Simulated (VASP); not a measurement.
A run of VASP 6.6.1:

INCAR

```
PREC = Accurate
ENCUT = 600
EDIFF = 1E-6
ISMEAR = -1
SIGMA = 0.1
LREAL = False
LASPH = True
NELM = 60
ALGO = Normal
ISIF = 3
LWAVE = False
LCHARG = False
GGA = PE
IBRION = 2
NSW = 60
EDIFFG = -0.005
PSTRESS = 4.3
```

File KPOINTS:

```
regular mesh
0
Gamma
  15 15 8
```

Contents of POSCAR:

```
Li
1.0
    3.0378550304      0.0000000000      0.0000000000
   -1.5189275152      2.6308596293      0.0000000000
    0.0000000000      0.0000000000      4.9213251492
Li
2
Direct
    0.3333333333      0.6666666667      0.2500000000
    0.6666666667      0.3333333333      0.7500000000
```

Potentials or basis: VASP PAW PBE potentials, release 64 (Li_sv).

The run is started by

```sh
$ cat potpaw_PBE.64/Li_sv/POTCAR > POTCAR
$ mpirun -np 1 vasp_std > vasp.out
```

Hardware: 1 thread of Intel(R) Xeon(R) Platinum 8488C (Sapphire Rapids), on a shared host.

Question: How long does it take, and how much memory?

Answer: It took 82 s on 1 thread of Intel(R) Xeon(R) Platinum 8488C (Sapphire Rapids) (shared host), peak memory 0.17 GiB. Counts: scf iterations 41, k points 135, ion steps 8.
